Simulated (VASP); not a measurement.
# Sr3CuH2 (P-62m) in VASP: a series of runs, part 2 of 2

VASP 6.6.1.

## 6. Relaxation of cell and atoms, PBE

This run uses another cell than the first one, of 35.37 Å³/atom.

Input file INCAR:

```
SYSTEM = Sr3CuH2
  PREC = Accurate
  ENCUT = 600
  EDIFF = 1E-6
  ISMEAR = 0
  SIGMA = 0.1
  LREAL = .FALSE.
  LASPH = .TRUE.
  NELM = 100
  ALGO = Fast
  ISIF = 3
  LWAVE = .FALSE.
  LCHARG = .FALSE.
  GGA = PE
  IBRION = 2
  NSW = 100
  EDIFFG = -0.01
```

Input file KPOINTS:

```
Automatic mesh
0
G
  6 6 8
  0 0 0
```

Input file POSCAR:

```
Sr3CuH2
1.0
    7.2792127258      0.0000000000      0.0000000000
   -3.6396063629      6.3039831401      0.0000000000
    0.0000000000      0.0000000000      4.6248437999
Sr Cu H
3 1 2
Direct
    0.3228483717      0.0000000000      0.0000000000
    0.0000000000      0.3228483717      0.0000000000
    0.6771516283      0.6771516283      0.0000000000
    0.0000000000      0.0000000000      0.5000000000
    0.0000000000      0.0000000000      0.8265144580
    0.0000000000      0.0000000000      0.1734855420
```

Potentials or basis: VASP PAW PBE potentials, release 64 (Sr_sv, Cu, H).

Started as:

```bash
> cat potpaw_PBE.64/Sr_sv/POTCAR potpaw_PBE.64/Cu/POTCAR potpaw_PBE.64/H/POTCAR > POTCAR
> mpirun -np 1 vasp_std > vasp.out
```

OUTCAR:

```text
SYSTEM = Sr3CuH2
   PREC = Accurate
   ENCUT = 600
   EDIFF = 1E-6
   ISMEAR = 0
   LREAL = .FALSE.
   LASPH = .TRUE.
   NELM = 100
   ISIF = 3
   GGA = PE
   IBRION = 2
   NSW = 100
   EDIFFG = -0.01

 ion  position               nearest neighbor table
   1  0.323  0.000  0.000-   5 2.48   6 2.48   4 3.30   4 3.30   2 4.07   3 4.07   2 4.27   3 4.27
                             2 4.27   3 4.27
   2  0.000  0.323  0.000-   5 2.48   6 2.48   4 3.30   4 3.30   1 4.07   3 4.07   1 4.27   3 4.27
                             3 4.27   1 4.27
   3  0.677  0.677  0.000-   5 2.48   6 2.48   4 3.30   4 3.30   1 4.07   2 4.07   1 4.27   2 4.27
                             2 4.27   1 4.27
   4  0.000  0.000  0.500-   5 1.51   6 1.51   1 3.30   1 3.30   3 3.30   2 3.30   2 3.30   3 3.30

   5  0.000  0.000  0.827-   4 1.51   1 2.48   3 2.48   2 2.48
   6  0.000  0.000  0.173-   4 1.51   1 2.48   3 2.48   2 2.48

[... 404 lines left out ...]

  energy without entropy =      -15.21529287  energy(sigma->0) =      -15.22662333

 E-fermi :   1.2289     XC(G=0):  -7.2292

 val. band max:        1.2075699336   @ k =   0.1667   0.0000   0.2500
 cond. band min:       1.2335826704   @ k =   0.3333   0.0000   0.3750
 fundamental gap:      0.0260127368
 Fermi energy:         1.2288780032

 k-point     1 :       0.0000    0.0000    0.0000
  band No.  band energies     occupation
      1     -35.3821      2.00000
      2     -35.3674      2.00000
      3     -35.3674      2.00000
      4     -17.4786      2.00000
      5     -17.4152      2.00000
      6     -17.4152      2.00000
[... 661 lines left out ...]
     24       2.2196      0.00000
     25       2.5635      0.00000

 [... further k-points ...]

------------------------ aborting loop because EDIFF is reached ----------------------------------------

  FORCE on cell =-STRESS in cart. coord.  units (eV):
  Direction    XX          YY          ZZ          XY          YZ          ZX
  --------------------------------------------------------------------------------------
  -------------------------------------------------------------------------------------
  Total        0.0567420      0.0567420     -0.0502767      0.0000000      0.0000000     -0.0000000
  in kB        0.4303156      0.4303156     -0.3812847      0.0000000      0.0000000     -0.0000000
  external PRESSURE =       0.1597821 kB  Pullay stress =       0.0000000 kB
[... 21 lines left out ...]
  FREE ENERGIE OF THE ION-ELECTRON SYSTEM (eV)
  ---------------------------------------------------
  free  energy   TOTEN  =       -15.2379537921 eV

  energy  without entropy=      -15.2152928666  energy(sigma->0) =      -15.22662333

 reached required accuracy - stopping structural energy minimisation
```

Run time: 29 min. Hardware: 1 thread of Oxide Virtual Turin-like, shared host; peak memory 0.52 GiB.

What came out:

* Free energy: -15.2380 eV
* Relaxed volume: 35.21 Å³/atom
* Relaxed cell: a = 7.286 Å, b = 7.286 Å, c = 4.596 Å, α = 90.00°, β = 90.00°, γ = 120.00°
* Space group after relaxing (to 0.1 Å): P-62m (No. 189)
* Energy gained by relaxing: 0.4 meV/atom
* Ionic steps: 10
* Pressure after relaxing: 0.0 GPa
* Largest force after relaxing: 0.005 eV/Å
* Band gap on the k mesh: zero (an odd number of electrons rules out a gap without spin polarisation)

Forces on the atoms (eV/Å):
```
Sr   0.002  0.000  0.000
Sr  -0.001  0.002  0.000
Sr  -0.001 -0.002  0.000
Cu   0.000  0.000  0.000
H    0.000  0.000 -0.005
H    0.000  0.000  0.005
```

Step by step:
| step | energy change (eV) | largest force (eV/Å) | pressure (GPa) | volume (Å³) |
| --- | --- | --- | --- | --- |
| 1 | 0.0000 | 0.0577 | -0.08 | 212.22 |
| 2 | -0.0011 | 0.0507 | -0.02 | 211.70 |
| 3 | -0.0018 | 0.0629 | 0.07 | 210.88 |
| 4 | -0.0022 | 0.0036 | 0.06 | 211.24 |
| 5 | -0.0022 | 0.0240 | 0.00 | 211.38 |
| 6 | -0.0022 | 0.0156 | -0.01 | 211.33 |
| 7 | -0.0022 | 0.0082 | 0.00 | 211.29 |
| 8 | -0.0022 | 0.0059 | -0.01 | 211.27 |
| 9 | -0.0022 | 0.0030 | -0.01 | 211.26 |
| 10 | -0.0022 | 0.0046 | 0.02 | 211.27 |

Final structure:
```
CELL_PARAMETERS angstrom
7.28558 0.00000 0.00000
-3.64279 6.30949 0.00000
0.00000 0.00000 4.59589
ATOMIC_POSITIONS crystal
Sr 0.32160 0.00000 0.00000
Sr 0.00000 0.32160 0.00000
Sr 0.67840 0.67840 0.00000
Cu 0.00000 0.00000 0.50000
H 0.00000 0.00000 0.82880
H 0.00000 0.00000 0.17120
```

## 7. Overview

```csv
task,cell,k mesh,cutoff (eV),gap on the mesh (eV),pressure (GPa),relaxed volume (Å³/atom),largest force (eV/Å)
single point,"a = 5.817, b = 5.817, c = 4.909 Å, angles 90.0, 90.0, 120.0°, 6 atoms, atomic positions A",3 × 3 × 4,520,none,4.7,-,1.42
single point,"a = 7.279, b = 7.279, c = 4.625 Å, angles 90.0, 90.0, 120.0°, 6 atoms, atomic positions B",3 × 3 × 4,520,none,0.0,-,0.02
relaxation of cell and atoms,"relaxed from a = 5.817, b = 5.817, c = 4.909 Å, angles 90.0, 90.0, 120.0°, 6 atoms, atomic positions A",3 × 3 × 4,600,none,-0.1,35.32,0.03
single point,"a = 7.289, b = 7.289, c = 4.582 Å, angles 90.0, 90.0, 120.0°, 6 atoms, atomic positions C",6 × 6 × 8,520,none,0.1,-,0.02
relaxation of cell and atoms,"relaxed from a = 7.279, b = 7.279, c = 4.625 Å, angles 90.0, 90.0, 120.0°, 6 atoms, atomic positions B",6 × 6 × 8,600,none,0.0,35.21,-
```

Alike in all rows: level PBE; potentials or basis VASP PAW PBE potentials, release 64 (Sr_sv, Cu, H); no spin polarisation; smearing gaussian 0.1 eV.

Caveats: some runs use coarse meshes; forces of over 1 eV/Å act on the atoms, so gaps and moduli don't describe the material at rest (at least some runs); the volume moved by over 15 % at a fixed basis, so the end points are rough (at least some runs).

Absolute energies hang on the potentials; compare differences alone.

The gap in the log of VASP goes by the Fermi energy; the results here count the filled bands.